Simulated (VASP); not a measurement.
# Hg (P6_3/mmc) in VASP: notebook

Hg is run at these levels: PBE+D3(BJ); tasks: single point.

Everything below comes from runs of VASP 6.6.1. Logs are shortened: lines on timing, memory, paths and dates and some standing lists are left out, and cuts for length are marked.

### Step 1. The cell of the first run

It takes space group P6_3/mmc (No. 194, hexagonal). The conventional cell has a = 3.185 Å, b = 3.185 Å, c = 5.762 Å, α = 90.00°, β = 90.00°, γ = 120.00°. Hg (site symmetry -6m2) has 12 Hg at 3.18 to 3.42 Å within 4.2 Å.

### Step 2. Single point, PBE+D3(BJ)

Contents of INCAR:

```
PREC = Accurate
ENCUT = 520
EDIFF = 1E-6
ISMEAR = 0
SIGMA = 0.15
LREAL = False
LASPH = True
NELM = 100
ALGO = Fast
ISIF = 2
LWAVE = False
LCHARG = False
GGA = PE
IVDW = 12
NBANDS = 19
```

Contents of KPOINTS:

```
regular mesh
0
Gamma
  15 15 8
```

Contents of POSCAR:

```
Hg
1.0
    3.1846000000      0.0000000000      0.0000000000
   -1.5923000000      2.7579445009      0.0000000000
    0.0000000000      0.0000000000      5.7619000000
Hg
2
Direct
    0.6666666667      0.3333333333      0.7500000000
    0.3333333333      0.6666666667      0.2500000000
```

Potentials or basis: VASP PAW PBE potentials, release 64 (Hg).

Run with:

```bash
cat potpaw_PBE.64/Hg/POTCAR > POTCAR
mpirun -np 1 vasp_std > vasp.out
```

OUTCAR:

```text
PREC = Accurate
   ENCUT = 520
   EDIFF = 1E-6
   ISMEAR = 0
   LREAL = False
   LASPH = True
   NELM = 100
   ISIF = 2
   GGA = PE
   IVDW = 12
 IVDW          = 12

 ion  position               nearest neighbor table
   1  0.667  0.333  0.750-   2 3.42   2 3.42   2 3.42   2 3.42   2 3.42   2 3.42
   2  0.333  0.667  0.250-   1 3.42   1 3.42   1 3.42   1 3.42   1 3.42   1 3.42

  LATTYP: Found a hexagonal cell.
 ALAT       =     3.1846000000
 C/A-ratio  =     1.8093010111

  Lattice vectors:

 A1 = (   3.1846000000,   0.0000000000,   0.0000000000)
 A2 = (  -1.5923000000,   2.7579445009,   0.0000000000)
 A3 = (   0.0000000000,   0.0000000000,   5.7619000000)

Analysis of symmetry for initial positions (statically):
=====================================================================
 Subroutine PRICEL returns:
 Original cell was already a primitive cell.

 Routine SETGRP: Setting up the symmetry group for a
 hexagonal supercell.

 Subroutine GETGRP returns: Found 24 space group operations
 (whereof 12 operations were pure point group operations)
 out of a pool of 24 trial point group operations.

The static configuration has the point symmetry D_3d.
 The point group associated with its full space group is D_6h.

Analysis of symmetry for dynamics (positions and initial velocities):
=====================================================================
 Subroutine PRICEL returns:
 Original cell was already a primitive cell.

 Routine SETGRP: Setting up the symmetry group for a
 hexagonal supercell.

 Subroutine GETGRP returns: Found 24 space group operations
 (whereof 12 operations were pure point group operations)
 out of a pool of 24 trial point group operations.

The dynamic configuration has the point symmetry D_3d.
 The point group associated with its full space group is D_6h.

 Subroutine INISYM returns: Found 24 space group operations
 (whereof 12 operations are pure point group operations),
 and found     1 'primitive' translations

----------------------------------------------------------------------------------------

                                     Primitive cell

  volume of cell :      50.6065

  direct lattice vectors                    reciprocal lattice vectors
     3.184600000  0.000000000  0.000000000     0.314011179  0.181294439  0.000000000
    -1.592300000  2.757944501  0.000000000     0.000000000  0.362588877  0.000000000
     0.000000000  0.000000000  5.761900000     0.000000000  0.000000000  0.173553862

  length of vectors
     3.184600000  3.184600000  5.761900000     0.362588877  0.362588877  0.173553862

  position of ions in fractional coordinates (direct lattice)
     0.666666667  0.333333333  0.750000000
     0.333333333  0.666666667  0.250000000

  ion indices of the primitive-cell ions
   primitive index   ion index
                 1           1
                 2           2

----------------------------------------------------------------------------------------

 KPOINTS: regular mesh

Automatic generation of k-mesh.
 Grid dimensions read from file:
 generate k-points for:   15   15    8

 Generating k-lattice:

  Cartesian coordinates                     Fractional coordinates (reciprocal lattice)
     0.020934079  0.012086296  0.000000000     0.066666667  0.000000000  0.000000000
     0.000000000  0.024172592  0.000000000     0.000000000  0.066666667  0.000000000
     0.000000000  0.000000000  0.021694233     0.000000000  0.000000000  0.125000000

  Length of vectors
     0.024172592  0.024172592  0.021694233

  Shift w.r.t. Gamma in fractional coordinates (k-lattice)
     0.000000000  0.000000000  0.000000000

 Subroutine IBZKPT returns following result:
 ===========================================

 Found    135 irreducible k-points:

 Following reciprocal coordinates:
            Coordinates               Weight
  0.000000  0.000000  0.000000      1.000000
  0.066667  0.000000  0.000000      6.000000
  0.133333  0.000000  0.000000      6.000000
  0.200000  0.000000  0.000000      6.000000
  0.266667  0.000000  0.000000      6.000000
  0.333333 -0.000000  0.000000      6.000000
[... 16 lines left out ...]
  0.333333  0.200000  0.000000     12.000000
  0.400000  0.200000  0.000000      6.000000
 [... further k-points ...]
   k-points           NKPTS =    135   k-points in BZ     NKDIM =    135   number of bands    NBANDS=     19
   number of dos      NEDOS =    301   number of ions     NIONS =      2
   total plane-waves  NPLWV =  27648
   dimension x,y,z NGX =    24 NGY =   24 NGZ =   48
   dimension x,y,z NGXF=    48 NGYF=   48 NGZF=   96
   ions per type =               2
   NGX,Y,Z   is equivalent  to a cutoff of  12.53, 12.53, 13.85 a.u.
   NGXF,Y,Z  is equivalent  to a cutoff of  25.06, 25.06, 27.70 a.u.
 SYSTEM =  unknown system
   PREC   = accura    normal or accurate (medium, high low for compatibility)
   ISTART =      0    job   : 0-new  1-cont  2-samecut
   ICHARG =      2    charge: 1-file 2-atom 10-const
   ISPIN  =      1    spin polarized calculation?
   LNONCOLLINEAR =      F non collinear calculations
   LSORBIT =      F    spin-orbit coupling
   LASPH  =      T    aspherical Exc in radial PAW
   ENCUT  =  520.0 eV  38.22 Ry    6.18 a.u.   5.92  5.92 10.71*2*pi/ulx,y,z
   NELM   =    100;   NELMIN=  2; NELMDL= -5     # of ELM steps
   EDIFF  = 0.1E-05   stopping-criterion for ELM
   LREAL  =      F    real-space projection
   EDIFFG = 0.1E-04   stopping-criterion for IOM
   NSW    =      0    number of steps for IOM
   IBRION =     -1    ionic relax: 0-MD 1-quasi-New 2-CG
   NFREE  =      0    steps in history (QN), initial steepest desc. (CG)
   ISIF   =      2    stress and relaxation
   ISYM   =      2    0-nonsym 1-usesym 2-fastsym
   POTIM  = 0.5000    time-step for ionic-motion
   TEBEG  =    0.0;   TEEND  =   0.0 temperature during run
   PSTRESS=    0.0 pullay stress
   NELECT =      24.0000    total number of electrons
   NUPDOWN=      -1.0000    fix difference up-down
   EMIN   =  10.00;   EMAX   =-10.00  energy-range for DOS
   EFERMI =   0.00;   METHOD = LEGACY
   ISMEAR =     0;   SIGMA  =   0.15  broadening in eV -4-tet -1-fermi 0-gaus
   EFERMI_NEDOS =   21; number of points for ismear=-14 and -15
   IALGO  =     68    algorithm
   IMIX   =      4    mixing-type and parameters
     AMIX     =   0.40;   BMIX     =  1.00
     AMIX_MAG =   1.60;   BMIX_MAG =  1.00
  volume/ion in A,a.u.               =      25.30       170.75
  Fermi-wavevector in a.u.,A,eV,Ry     =   1.276664  2.412545 22.175733  1.629870
  Thomas-Fermi vector in A             =   2.409307
   LORBIT       =      0    0 simple, 1 ext, 2 COOP (PROOUT), +10 PAW based schemes
   GGA     = PE    functional components
   LHFCALC =     F    Hartree Fock is set to
   AEXX    =    0.0000 exact exchange contribution
   IVDW    =    12    specifies the selected vdW correction
   LEPSILON=     F    determine dielectric tensor
   LRPA    =     F    only Hartree local field effects (RPA)
 non-spin polarized calculation
 RMM-DIIS sequential band-by-band and
 Gauss-broadening in eV      SIGMA  =   0.15
  energy-cutoff  :      520.00
  volume of cell :       50.61
 maximum number of plane-waves:      1378
 NGX is ok and might be reduce to    24
   NGX = 11   NGY = 11   NGZ = 21

 number of electron      24.0000008 magnetization

 Free energy of the ion-electron system (eV)
  ---------------------------------------------------
  ext. energy  EPLUGINS =         0.00000000
  ---------------------------------------------------
  free energy    TOTEN  =        -0.25175508 eV

  energy without entropy =       -0.24209098  energy(sigma->0) =       -0.24692303

 E-fermi :   2.0051     XC(G=0): -10.4711

 val. band max:        1.9966478550   @ k =   0.3333   0.2667   0.2500
 cond. band min:       2.0416087306   @ k =   0.4667   0.0667   0.5000
 fundamental gap:      0.0449608756
 Fermi energy:         2.0051283840

 k-point     1 :       0.0000    0.0000    0.0000
  band No.  band energies     occupation
      1      -6.3199      2.00000
      2      -5.6109      2.00000
      3      -4.8115      2.00000
      4      -4.5724      2.00000
      5      -4.5724      2.00000
      6      -4.4978      2.00000
[... 11 lines left out ...]
     18      17.0719      0.00000
     19      17.7217      0.00000

 k-point     2 :       0.0667    0.0000    0.0000
  band No.  band energies     occupation
      1      -6.2124      2.00000
      2      -5.5451      2.00000
      3      -4.7998      2.00000
      4      -4.5819      2.00000
      5      -4.5275      2.00000
      6      -4.5147      2.00000
[... 11 lines left out ...]
     18      17.4164      0.00000
     19      17.8197      0.00000

 k-point     3 :       0.1333    0.0000    0.0000
  band No.  band energies     occupation
      1      -5.9057      2.00000
      2      -5.3755      2.00000
      3      -4.7833      2.00000
      4      -4.5933      2.00000
      5      -4.5233      2.00000
      6      -4.3984      2.00000
[... 11 lines left out ...]
     18      16.3433      0.00000
     19      17.0890      0.00000

 k-point     4 :       0.2000    0.0000    0.0000
  band No.  band energies     occupation
      1      -5.4895      2.00000
      2      -5.2184      2.00000
      3      -4.7378      2.00000
      4      -4.5885      2.00000
      5      -4.4045      2.00000
      6      -4.3771      2.00000
[... 407 lines left out ...]
     18      10.9518      0.00000
     19      12.8501      0.00000

 k-point    23 :       0.3333    0.2000    0.0000
  band No.  band energies     occupation
      1      -5.0370      2.00000
      2      -4.9890      2.00000
      3      -4.8779      2.00000
      4      -4.5322      2.00000
      5      -4.3876      2.00000
      6      -4.2931      2.00000
[... 11 lines left out ...]
     18      10.4339      0.00000
     19      12.5721      0.00000

 k-point    24 :       0.4000    0.2000    0.0000
  band No.  band energies     occupation
      1      -5.0568      2.00000
      2      -5.0143      2.00000
      3      -4.8892      2.00000
      4      -4.4911      2.00000
      5      -4.4587      2.00000
      6      -4.2517      2.00000
[... 11 lines left out ...]
     18      10.2790      0.00000
     19      12.4862      0.00000

 [... further k-points ...]

------------------------ aborting loop because EDIFF is reached ----------------------------------------

 Edisp (eV)   -0.82780

 E8    (eV) :    -0.3753

  FORCE on cell =-STRESS in cart. coord.  units (eV):
  Direction    XX          YY          ZZ          XY          YZ          ZX
  --------------------------------------------------------------------------------------
  -------------------------------------------------------------------------------------
  Total       0.28508     0.28508    -0.27786    -0.00000     0.00000     0.00000
  in kB       9.02536     9.02536    -8.79693    -0.00000     0.00000     0.00000
  external pressure =        3.08 kB  Pullay stress =        0.00 kB

 VOLUME and BASIS-vectors are now :
 -----------------------------------------------------------------------------
  energy-cutoff  :      520.00
  volume of cell :       50.61
      direct lattice vectors                 reciprocal lattice vectors
     3.184600000  0.000000000  0.000000000     0.314011179  0.181294439  0.000000000
    -1.592300000  2.757944501  0.000000000     0.000000000  0.362588877  0.000000000
     0.000000000  0.000000000  5.761900000     0.000000000  0.000000000  0.173553862

 POSITION                                       TOTAL-FORCE (eV/Angst)
 -----------------------------------------------------------------------------------
      1.59230      0.91931      4.32142        -0.000000     -0.000000      0.000000
     -0.00000      1.83863      1.44047         0.000000      0.000000      0.000000
 -----------------------------------------------------------------------------------
    total drift:                               -0.000000      0.000000     -0.000000

  FREE ENERGIE OF THE ION-ELECTRON SYSTEM (eV)
  ---------------------------------------------------
  free  energy   TOTEN  =        -1.0795518533 eV

  energy  without entropy=       -1.0698877508  energy(sigma->0) =       -1.07471980
```

It took 29 s on 1 thread of Intel Xeon 6975P-C (Granite Rapids), shared host; peak memory 0.25 GiB.

What came out:

```yaml
Free_energy: -1.0796 eV
Pressure: 0.3 GPa
Band_gap_on_the_k_mesh: zero (bands 12 and 13 overlap by 1.72 eV)
Dispersion_energy_per_atom: -0.414 eV
```

Caveat: spin-orbit coupling is left out, which moves the levels of the heavy elements.

### Step 3. Single point, PBE+D3(BJ)

This run uses another cell than the first one, of 24.99 Å³/atom.

Contents of INCAR:

```
  PREC = Accurate
  ENCUT = 520
  EDIFF = 1E-6
  ISMEAR = 0
  SIGMA = 0.15
  LREAL = F
  LASPH = T
  NELM = 100
  ALGO = Fast
  ISIF = 2
  LWAVE = F
  LCHARG = F
  GGA = PE
  IVDW = 12
  NBANDS = 19
```

KPOINTS is that of step 2.

Contents of POSCAR:

```
Hg
1.0
    3.4081000000      0.0000000000      0.0000000000
   -1.7040500000      2.9515011786      0.0000000000
    0.0000000000      0.0000000000      4.9690000000
Hg
2
Direct
    0.6666666667      0.3333333333      0.7500000000
    0.3333333333      0.6666666667      0.2500000000
```

Potentials or basis: VASP PAW PBE potentials, release 64 (Hg).

Run with:

```bash
cat potpaw_PBE.64/Hg/POTCAR > POTCAR
mpirun -np 1 vasp_std > vasp.out
```

Wall time 39 s (1 thread of Intel Xeon 6975P-C (Granite Rapids), shared host); peak memory 0.25 GiB.

It converged, with:

- Free energy: -1.0985 eV
- Pressure: 0.7 GPa
- Band gap on the k mesh: zero (bands 12 and 13 overlap by 0.91 eV)
- Dispersion energy per atom: -0.419 eV

Stress tensor (GPa, compression positive):
```
0.62 0.00 0.00
0.00 0.62 0.00
0.00 0.00 0.96
```

Levels at points of the mesh, in eV from the Fermi level:
| k point | band 9 | band 10 | band 11 | band 12 | band 13 | band 14 | band 15 | band 16 |
| --- | --- | --- | --- | --- | --- | --- | --- | --- |
| (0.00, 0.00, 0.00) | -6.43 | -5.70 | -5.70 | -0.64 | -0.36 | 10.70 | 10.70 | 12.25 |
| (0.00, 0.00, 0.50) | -5.89 | -5.89 | -5.89 | -5.89 | 8.54 | 8.54 | 11.94 | 11.94 |

Caveat: spin-orbit coupling is left out, which moves the levels of the heavy elements.

### Step 4. Single point, PBE+D3(BJ)

This run uses another cell than the first one, of 28.98 Å³/atom.

Contents of INCAR:

```
SYSTEM = Hg
ALGO = Fast ; EDIFF = 1E-6
ENCUT = 520 ; GGA = PE
ISIF = 2 ; ISMEAR = 0
IVDW = 12 ; LASPH = .TRUE.
LCHARG = .FALSE. ; LREAL = .FALSE.
LWAVE = .FALSE. ; NBANDS = 19
NELM = 100 ; PREC = Accurate
SIGMA = 0.15
```

Contents of KPOINTS:

```
k-points
0
G
  15 15 8
  0 0 0
```

POSCAR: that of step 3 with these lines changed.

```diff
@@ -4,3 +4,3 @@
    -1.7040500000      2.9515011786      0.0000000000
-    0.0000000000      0.0000000000      4.9690000000
+    0.0000000000      0.0000000000      5.7619000000
 Hg
```

Potentials or basis: VASP PAW PBE potentials, release 64 (Hg).

Run with:

```bash
cat potpaw_PBE.64/Hg/POTCAR > POTCAR
mpirun -np 1 vasp_std > vasp.out
```

OUTCAR:

```text
SYSTEM = Hg
   EDIFF = 1E-6
   ENCUT = 520
   GGA = PE
   ISIF = 2
   ISMEAR = 0
   IVDW = 12
   LASPH = .TRUE.
   LREAL = .FALSE.
   NELM = 100
   PREC = Accurate
 IVDW          = 12

 ion  position               nearest neighbor table
   1  0.667  0.333  0.750-   2 3.49   2 3.49   2 3.49   2 3.49   2 3.49   2 3.49
   2  0.333  0.667  0.250-   1 3.49   1 3.49   1 3.49   1 3.49   1 3.49   1 3.49

  LATTYP: Found a hexagonal cell.
 ALAT       =     3.4081000000
 C/A-ratio  =     1.6906487486

  Lattice vectors:
[... 721 lines left out ...]

 Edisp (eV)   -0.72387

 E8    (eV) :    -0.3294

  FORCE on cell =-STRESS in cart. coord.  units (eV):
  Direction    XX          YY          ZZ          XY          YZ          ZX
  --------------------------------------------------------------------------------------
  -------------------------------------------------------------------------------------
  Total      -0.32708    -0.32708    -0.65691     0.00000     0.00000     0.00000
  in kB      -9.04150    -9.04150   -18.15901     0.00000     0.00000     0.00000
  external pressure =      -12.08 kB  Pullay stress =        0.00 kB

 VOLUME and BASIS-vectors are now :
 -----------------------------------------------------------------------------
  energy-cutoff  :      520.00
  volume of cell :       57.96
      direct lattice vectors                 reciprocal lattice vectors
     3.408100000  0.000000000  0.000000000     0.293418620  0.169405319  0.000000000
    -1.704050000  2.951501179  0.000000000     0.000000000  0.338810639  0.000000000
     0.000000000  0.000000000  5.761900000     0.000000000  0.000000000  0.173553862

 POSITION                                       TOTAL-FORCE (eV/Angst)
 -----------------------------------------------------------------------------------
      1.70405      0.98383      4.32142         0.000000     -0.000000      0.000000
     -0.00000      1.96767      1.44047        -0.000000      0.000000      0.000000
 -----------------------------------------------------------------------------------
    total drift:                               -0.000000      0.000000     -0.000000

  FREE ENERGIE OF THE ION-ELECTRON SYSTEM (eV)
  ---------------------------------------------------
  free  energy   TOTEN  =        -1.0809906945 eV

  energy  without entropy=       -1.0785492275  energy(sigma->0) =       -1.07976996
```

OSZICAR:

```text
N       E                     dE             d eps       ncg     rms          rms(c)
DAV:   1     0.175399583042E+03    0.17540E+03   -0.12152E+04  5138   0.119E+03
DAV:   2     0.407779539621E+01   -0.17132E+03   -0.16258E+03  5385   0.305E+02
DAV:   3    -0.374714253962E+00   -0.44525E+01   -0.44329E+01  5839   0.535E+01
DAV:   4    -0.382627430390E+00   -0.79132E-02   -0.79124E-02  5520   0.227E+00
DAV:   5    -0.382641820509E+00   -0.14390E-04   -0.14390E-04  5635   0.905E-02    0.261E+00
RMM:   6    -0.357879572549E+00    0.24762E-01   -0.60436E-02  5162   0.200E+00    0.208E+00
RMM:   7    -0.356908795994E+00    0.97078E-03   -0.12151E-02  5323   0.721E-01    0.871E-01
RMM:   8    -0.357076788457E+00   -0.16799E-03   -0.15767E-03  5380   0.474E-01    0.478E-02
RMM:   9    -0.357112361033E+00   -0.35573E-04   -0.15133E-04  5607   0.100E-01    0.318E-02
RMM:  10    -0.357124768286E+00   -0.12407E-04   -0.39248E-05  5453   0.706E-02    0.748E-03
RMM:  11    -0.357124444308E+00    0.32398E-06   -0.19925E-06  3782   0.122E-02
   1 F= -.10809907E+01 E0= -.10797700E+01  d E =-.244147E-02
```

Run time: 47 s. Hardware: 1 thread of Intel Xeon 6975P-C (Granite Rapids), shared host; peak memory 0.27 GiB.

Results:

```
Free energy                : -1.0810 eV
Pressure                   : -1.2 GPa
Band gap on the k mesh     : zero (bands 12 and 13 overlap by 0.41 eV)
Dispersion energy per atom : -0.362 eV
```

Caveat: spin-orbit coupling is left out, which moves the levels of the heavy elements.

(Continued in part 2 of 2.)
